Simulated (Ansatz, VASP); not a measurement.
**One calculation of AgCl, two programs**

```
Ag Cl
1.0
     0.00000    2.67917    2.67917
     2.67917    0.00000    2.67917
     2.67917    2.67917    0.00000
Ag Cl
1 1
Direct
  0.00000 0.00000 0.00000
  0.50000 0.50000 0.50000
```

Change from the starting cell: volume scaled by 0.94.

Alike in both runs: task single point; functional PBEsol; k mesh 8 × 8 × 8; occupations fermi-dirac, width 0.05 eV; no spin polarisation.

|  | VASP | Ansatz |
| --- | --- | --- |
| version | VASP 6.6.1 | Ansatz 0.2.0 |
| potentials or method | VASP PAW PBE potentials, release 64 (Ag, Cl), cutoff 520 eV | all-electron LAPW, scalar-relativistic |

|  | VASP | Ansatz | Ansatz less VASP |
| --- | --- | --- | --- |
| gap on the k mesh at the Fermi level (eV) | 0.73 | 0.73 | +0.005 |
| least direct gap on the mesh (eV) | 3.42 | 3.42 | +0.004 |
| pressure (GPa) | 3.1 | 3.2 | +0.11 |

VASP's potentials were made for PBE, not for PBEsol. Ansatz ran all-electron here, and VASP with PAW potentials.
